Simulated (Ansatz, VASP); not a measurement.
## One calculation of Mg2CdSe3, two programs

```
Mg Cd Se
1.0
     3.95764    0.00000    0.00000
    -1.97882    3.42741    0.00000
     0.00000    0.00000    9.68329
Mg Cd Se
2 1 3
Direct
  0.66667 0.33333 0.16250
  0.33333 0.66667 0.83750
  0.00000 0.00000 0.50000
  0.66667 0.33333 0.67583
  0.00000 0.00000 0.00000
  0.33333 0.66667 0.32417
```

Alike in both runs: functional PBE; k mesh 6 × 6 × 2; occupations gaussian, width 0.1 eV; no spin polarisation.

Ansatz relaxed the structure, and its values are those at the end. VASP's run is a single point on that final structure, the one shown.

|  | VASP | Ansatz |
| --- | --- | --- |
| version | VASP 6.6.1 | Ansatz 0.2.0 |
| potentials or method | VASP PAW PBE potentials, release 64 (Mg, Cd, Se), cutoff 520 eV | scalar-relativistic, plane waves, PAW |
| valence electrons in the cell | 34 | 88 |

```tsv
	VASP	Ansatz	Ansatz less VASP
gap on the k mesh at the Fermi level (eV)	0.86	0.87	+0.016
least direct gap on the mesh (eV)	1.50	1.51	+0.014
pressure (GPa)	-0.1	-0.1	-0.04
rms of the force components (eV/Å)	0.018	0.009	-0.0087
```

The functional is the same, so the differences come from potentials, cutoffs and numerics. VASP's potentials hold 34 valence electrons a cell and Ansatz's 88, so a difference there can come from the potentials and not from the codes.
